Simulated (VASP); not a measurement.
A run of VASP 6.6.1 is set up as follows.

INCAR

```
SYSTEM = MoS2
ALGO = Normal
EDIFF = 1E-8
ENCUT = 520
GGA = PE
ISIF = 2
ISMEAR = -1
LASPH = .True.
LCHARG = .False.
LEFG = .True.
LREAL = .False.
LWAVE = .False.
NBANDS = 20
NELM = 80
PREC = Accurate
SIGMA = 0.05
```

KPOINTS

```
k-points
0
Gamma
  13 13 13
  0 0 0
```

The input POSCAR:

```
MoS2
1.0
    1.5492157804      0.8944401478      5.9983290071
   -1.5492157804      0.8944401478      5.9983290071
    0.0000000000     -1.7888802957      5.9983290071
Mo S
1 2
Direct
    0.0000000000      0.0000000000      0.0000000000
    0.7484000000      0.7484000000      0.7484000000
    0.5849000000      0.5849000000      0.5849000000
```

Potentials or basis: VASP PAW PBE potentials, release 64 (Mo_sv, S).

Launch:

```console
$ cat potpaw_PBE.64/Mo_sv/POTCAR potpaw_PBE.64/S/POTCAR > POTCAR
$ mpirun -np 1 vasp_std > vasp.out
```

(1) Predict the pressure.

(2) Estimate the largest force.

(3) Predict the band gap on the k mesh.

Answers

(1) 21.5 GPa.

(2) 2.535 eV/Å.

(3) 0.75 eV (least direct gap 1.97 eV).

Caveat: the cell stands under pressure; without QUAD_EFG the Cq values of the log hold for a quadrupole moment of 1 mb, not for the nuclei; an odd mesh through Γ misses points on the zone boundary, where band edges can lie; forces of over 1 eV/Å act on the atoms, so gaps and moduli don't describe the material at rest.
